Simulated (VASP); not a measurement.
# Ir in VASP: notebook, part 2 of 3

VASP 6.6.1. The steps go on from the part before.

## Step 3: Single point, PBE+D4

This run uses another cell than the first one: it holds 3 atoms, not 2.

File INCAR:

```
  PREC = Accurate
  ENCUT = 400
  EDIFF = 1E-6
  ISMEAR = 0
  SIGMA = 0.1
  LREAL = F
  LASPH = T
  NELM = 120
  ALGO = Normal
  ISIF = 2
  LWAVE = F
  LCHARG = F
  LDIPOL = T
  IDIPOL = 3
  DIPOL = 0.5 0.5 0.500
  GGA = PE
  IVDW = 13
  NBANDS = 20
  GGA_COMPAT = F
  NELMDL = -8
```

File KPOINTS:

```
regular mesh
0
Gamma
  8 8 1
```

File POSCAR:

```
Ir
1.0
    2.7090675001      0.0000000000      0.0000000000
    1.3545337500      2.3461212756      0.0000000000
    0.0000000000      0.0000000000     16.4238887026
Ir
3
Direct
    0.0000000000      0.0000000000      0.3653215209
    0.3333333333      0.3333333333      0.5000000000
    0.6666666667      0.6666666667      0.6346784791
```

Potentials or basis: VASP PAW PBE potentials, release 64 (Ir).

Launch:

```bash
> cat potpaw_PBE.64/Ir/POTCAR > POTCAR
> mpirun -np 1 vasp_std > vasp.out
```

OUTCAR:

```text
PREC = Accurate
   ENCUT = 400
   EDIFF = 1E-6
   ISMEAR = 0
   LREAL = F
   LASPH = T
   NELM = 120
   ISIF = 2
   GGA = PE
   IVDW = 13
   NELMDL = -8

 ion  position               nearest neighbor table
   1  0.000  0.000  0.365-   2 2.71   2 2.71   2 2.71
   2  0.333  0.333  0.500-   3 2.71   1 2.71   3 2.71   1 2.71   1 2.71   3 2.71
   3  0.667  0.667  0.635-   2 2.71   2 2.71   2 2.71

  LATTYP: Found a hexagonal cell.
 ALAT       =     2.7090675000
 C/A-ratio  =     6.0625616388

  Lattice vectors:

 A1 = (  -1.3545337500,  -2.3461212756,   0.0000000000)
 A2 = (   2.7090675001,   0.0000000000,   0.0000000000)
 A3 = (   0.0000000000,   0.0000000000,  16.4238887026)

Analysis of symmetry for initial positions (statically):
=====================================================================
 Subroutine PRICEL returns:
 Original cell was already a primitive cell.

 Routine SETGRP: Setting up the symmetry group for a
 hexagonal supercell.

 Subroutine GETGRP returns: Found 12 space group operations
 (whereof  6 operations were pure point group operations)
 out of a pool of 24 trial point group operations.

The static configuration has the point symmetry C_3v.
 The point group associated with its full space group is D_3d.

Analysis of symmetry for dynamics (positions and initial velocities):
=====================================================================
 Subroutine PRICEL returns:
 Original cell was already a primitive cell.

 Routine SETGRP: Setting up the symmetry group for a
 hexagonal supercell.

 Subroutine GETGRP returns: Found 12 space group operations
 (whereof  6 operations were pure point group operations)
 out of a pool of 24 trial point group operations.

The dynamic configuration has the point symmetry C_3v.
 The point group associated with its full space group is D_3d.

 Subroutine INISYM returns: Found 12 space group operations
 (whereof  6 operations are pure point group operations),
 and found     1 'primitive' translations

----------------------------------------------------------------------------------------

                                     Primitive cell

  volume of cell :     104.3870

  direct lattice vectors                    reciprocal lattice vectors
     2.709067500  0.000000000  0.000000000     0.369130706 -0.213117713  0.000000000
     1.354533750  2.346121276  0.000000000     0.000000000  0.426235425  0.000000000
     0.000000000  0.000000000 16.423888703     0.000000000  0.000000000  0.060886920

  length of vectors
     2.709067500  2.709067500 16.423888703     0.426235425  0.426235425  0.060886920

  position of ions in fractional coordinates (direct lattice)
     0.000000000  0.000000000  0.365321521
     0.333333333  0.333333333  0.500000000
     0.666666667  0.666666667  0.634678479

  ion indices of the primitive-cell ions
   primitive index   ion index
                 1           1
                 2           2
                 3           3

----------------------------------------------------------------------------------------

 KPOINTS: regular mesh

Automatic generation of k-mesh.
[... 25 lines left out ...]
  0.250000 -0.000000  0.000000      6.000000
  0.375000 -0.000000  0.000000      6.000000
  0.500000 -0.000000  0.000000      3.000000
  0.250000  0.125000  0.000000      6.000000
  0.375000  0.125000  0.000000     12.000000
  0.500000  0.125000  0.000000     12.000000
  0.500000  0.250000  0.000000      6.000000
 -0.375000  0.250000  0.000000      6.000000
   k-points           NKPTS =     10   k-points in BZ     NKDIM =     10   number of bands    NBANDS=     20
   number of dos      NEDOS =    301   number of ions     NIONS =      3
   total plane-waves  NPLWV =  34992
   dimension x,y,z NGX =    18 NGY =   18 NGZ =  108
   dimension x,y,z NGXF=    36 NGYF=   36 NGZF=  216
   ions per type =               3
   NGX,Y,Z   is equivalent  to a cutoff of  11.05, 11.05, 10.93 a.u.
   NGXF,Y,Z  is equivalent  to a cutoff of  22.09, 22.09, 21.86 a.u.
 SYSTEM =  unknown system
   PREC   = accura    normal or accurate (medium, high low for compatibility)
   ISTART =      0    job   : 0-new  1-cont  2-samecut
   ICHARG =      2    charge: 1-file 2-atom 10-const
   ISPIN  =      1    spin polarized calculation?
   LNONCOLLINEAR =      F non collinear calculations
   LSORBIT =      F    spin-orbit coupling
   LASPH  =      T    aspherical Exc in radial PAW
   ENCUT  =  400.0 eV  29.40 Ry    5.42 a.u.   4.42  4.42 26.78*2*pi/ulx,y,z
   NELM   =    120;   NELMIN=  2; NELMDL= -8     # of ELM steps
   EDIFF  = 0.1E-05   stopping-criterion for ELM
   LREAL  =      F    real-space projection
   EDIFFG = 0.1E-04   stopping-criterion for IOM
   NSW    =      0    number of steps for IOM
   IBRION =     -1    ionic relax: 0-MD 1-quasi-New 2-CG
   NFREE  =      0    steps in history (QN), initial steepest desc. (CG)
   ISIF   =      2    stress and relaxation
   ISYM   =      2    0-nonsym 1-usesym 2-fastsym
   POTIM  = 0.5000    time-step for ionic-motion
   TEBEG  =    0.0;   TEEND  =   0.0 temperature during run
   PSTRESS=    0.0 pullay stress
   NELECT =      27.0000    total number of electrons
   NUPDOWN=      -1.0000    fix difference up-down
   EMIN   =  10.00;   EMAX   =-10.00  energy-range for DOS
   EFERMI =   0.00;   METHOD = LEGACY
   ISMEAR =     0;   SIGMA  =   0.10  broadening in eV -4-tet -1-fermi 0-gaus
   EFERMI_NEDOS =   21; number of points for ismear=-14 and -15
   IALGO  =     38    algorithm
   IMIX   =      4    mixing-type and parameters
     AMIX     =   0.40;   BMIX     =  1.00
     AMIX_MAG =   1.60;   BMIX_MAG =  1.00
  volume/ion in A,a.u.               =      34.80       234.81
  Fermi-wavevector in a.u.,A,eV,Ry     =   1.043071  1.971119 14.803108  1.087998
  Thomas-Fermi vector in A             =   2.177764
   LORBIT       =      0    0 simple, 1 ext, 2 COOP (PROOUT), +10 PAW based schemes
   GGA     = PE    functional components
   LHFCALC =     F    Hartree Fock is set to
   AEXX    =    0.0000 exact exchange contribution
   IVDW    =    13    specifies the selected vdW correction
   LEPSILON=     F    determine dielectric tensor
   LRPA    =     F    only Hartree local field effects (RPA)
 non-spin polarized calculation
 Gauss-broadening in eV      SIGMA  =   0.10
  energy-cutoff  :      400.00
  volume of cell :      104.39
 maximum number of plane-waves:      1935
 NGX is ok and might be reduce to    18

 number of electron      26.9999990 magnetization

 dipolmoment           0.000000      0.000000     -0.000000 electrons x Angstroem

 Free energy of the ion-electron system (eV)
  ---------------------------------------------------
  ext. energy  EPLUGINS =         0.00000000
  ---------------------------------------------------
  free energy    TOTEN  =       -24.73784518 eV

  energy without entropy =      -24.71180268  energy(sigma->0) =      -24.72482393

 E-fermi :   1.0413     XC(G=0):  -6.8547

 val. band max:        1.0360200687   @ k =   0.2500   0.1250   0.0000
 cond. band min:       1.0516598605   @ k =  -0.3750   0.2500   0.0000
 fundamental gap:      0.0156397919
 Fermi energy:         1.0413109851

 k-point     1 :       0.0000    0.0000    0.0000
  band No.  band energies     occupation
      1      -9.1289      2.00000
      2      -7.1574      2.00000
      3      -6.7559      2.00000
      4      -2.8710      2.00000
      5      -2.6787      2.00000
      6      -2.6787      2.00000
[... 219 lines left out ...]
     19       7.7379      0.00000
     20       9.0421      0.00000

------------------------ aborting loop because EDIFF is reached ----------------------------------------

 vacuum level on the upper side and lower side of the slab       (xc-potential included)        -0.241        -0.241

  DFT-D4 for vdW energy calculation

  Edisp (eV):   -2.00311

  FORCE on cell =-STRESS in cart. coord.  units (eV):
  Direction    XX          YY          ZZ          XY          YZ          ZX
  --------------------------------------------------------------------------------------
  -------------------------------------------------------------------------------------
  Total      -3.59442    -3.59442    -1.90380     0.00000    -0.00000     0.00000
  in kB     -55.16871   -55.16871   -29.22039     0.00000    -0.00000     0.00000
  external pressure =      -46.52 kB  Pullay stress =        0.00 kB

 VOLUME and BASIS-vectors are now :
 -----------------------------------------------------------------------------
  energy-cutoff  :      400.00
  volume of cell :      104.39
      direct lattice vectors                 reciprocal lattice vectors
     2.709067500  0.000000000  0.000000000     0.369130706 -0.213117713  0.000000000
     1.354533750  2.346121276  0.000000000     0.000000000  0.426235425  0.000000000
     0.000000000  0.000000000 16.423888703     0.000000000  0.000000000  0.060886920

 POSITION                                       TOTAL-FORCE (eV/Angst)
 -----------------------------------------------------------------------------------
      0.00000      0.00000      6.00000        -0.000000     -0.000000      0.436338
      1.35453      0.78204      8.21194        -0.000000      0.000000     -0.000000
      2.70907      1.56408     10.42389         0.000000      0.000000     -0.436338
 -----------------------------------------------------------------------------------
    total drift:                               -0.000000     -0.000000     -0.000000

  FREE ENERGIE OF THE ION-ELECTRON SYSTEM (eV)
  ---------------------------------------------------
  free  energy   TOTEN  =       -26.7409511436 eV

  energy  without entropy=      -26.7149086465  energy(sigma->0) =      -26.72792990

 vacuum level on the upper side and lower side of the slab         6.167         6.167
```

OSZICAR:

```text
N       E                     dE             d eps       ncg     rms          rms(c)
DAV:   1     0.218343887455E+03    0.21834E+03   -0.97697E+03   400   0.944E+02
DAV:   2    -0.122773115792E+02   -0.23062E+03   -0.21540E+03   408   0.328E+02
DAV:   3    -0.260297433662E+02   -0.13752E+02   -0.12600E+02   516   0.785E+01
[... 15 lines left out ...]
DAV:  19    -0.247378238530E+02   -0.62370E-05   -0.29794E-07   288   0.350E-03    0.117E-03
DAV:  20    -0.247378369784E+02   -0.13125E-04   -0.57545E-07   272   0.304E-03    0.601E-04
DAV:  21    -0.247378431589E+02   -0.61804E-05   -0.18634E-07   268   0.175E-03    0.357E-04
DAV:  22    -0.247378447067E+02   -0.15478E-05   -0.57862E-08   264   0.992E-04    0.245E-04
DAV:  23    -0.247378451771E+02   -0.47043E-06   -0.27821E-08   248   0.625E-04
   1 F= -.26740951E+02 E0= -.26727930E+02  d E =-.260425E-01
```

stdout:

```text
POSCAR found type information on POSCAR Ir
 POSCAR found :  1 types and       3 ions
 scaLAPACK will be used
 LDA part: xc-table for (Slater+PW92), standard interpolation
 POSCAR, INCAR and KPOINTS ok, starting setup
 FFT: planning ... GRIDC
 FFT: planning ... GRID_SOFT
 FFT: planning ... GRID
 WAVECAR not read
 entering main loop
```

Run time: 40 s. Hardware: 1 thread of AMD EPYC 7R43 (Zen 3), shared host; peak memory 0.15 GiB.

Results:

| Property | Result |
| --- | --- |
| Free energy | -26.7410 eV |
| Largest force | 0.436 eV/Å |
| Dispersion energy per atom | -0.668 eV |

Forces on the atoms (eV/Å):
```
Ir   0.000  0.000  0.436
Ir   0.000  0.000  0.000
Ir   0.000  0.000 -0.436
```

Caveat: spin-orbit coupling is left out, which moves the levels of the heavy elements.

## Step 4: Single point, PBE+D4

This run uses another cell than the first one: it holds 4 atoms, not 2.

File INCAR:

```
SYSTEM = Ir
  ALGO = Normal
  DIPOL = 0.5 0.5 0.500
  EDIFF = 1E-6
  ENCUT = 400
  GGA = PE
  GGA_COMPAT = .False.
  IDIPOL = 3
  ISIF = 2
  ISMEAR = 0
  IVDW = 13
  LASPH = .True.
  LCHARG = .False.
  LDIPOL = .True.
  LREAL = .False.
  LWAVE = .False.
  NBANDS = 26
  NELM = 120
  NELMDL = -8
  PREC = Accurate
  SIGMA = 0.1
```

File KPOINTS:

```
k-points
0
Gamma
  8 8 1
  0 0 0
```

File POSCAR:

```
Ir
1.0
    2.7090675001      0.0000000000      0.0000000000
    1.3545337500      2.3461212756      0.0000000000
    0.0000000000      0.0000000000     18.6358330540
Ir
4
Direct
    0.0000000000      0.0000000000      0.3219603858
    0.3333333333      0.3333333333      0.4406534619
    0.6666666667      0.6666666667      0.5593465381
    1.0000000000      0.0000000000      0.6780396142
```

Launch:

```bash
> cat potpaw_PBE.64/Ir/POTCAR > POTCAR
> mpirun -np 1 vasp_std > vasp.out
```

Wall time 63 s (1 thread of AMD EPYC 7R43 (Zen 3), shared host); peak memory 0.15 GiB.

It converged, with:

| Item | Value |
| --- | --- |
| Free energy | -36.4685 eV |
| Largest force | 0.278 eV/Å |
| Band gap on the k mesh | zero (band 18 reaches 3.19 eV, above the bottom of band 19 at 0.87 eV) |
| Dispersion energy per atom | -0.732 eV |

Forces in eV/Å, atoms in the order of the input:
```
Ir   0.000  0.000  0.033
Ir   0.000  0.000  0.278
Ir   0.000  0.000 -0.278
Ir   0.000  0.000 -0.033
```

Levels at points of the mesh, in eV from the Fermi level:
| k point | band 15 | band 16 | band 17 | band 18 | band 19 | band 20 |
| --- | --- | --- | --- | --- | --- | --- |
| (0.00, 0.00, 0.00) | -3.00 | -1.23 | -1.23 | -0.85 | -0.85 | -0.72 |
| (0.50, 0.00, 0.00) | 0.08 | 0.60 | 0.92 | 1.13 | 1.15 | 1.57 |

Caveat: spin-orbit coupling is left out, which moves the levels of the heavy elements.

[end of part 2 of 3]
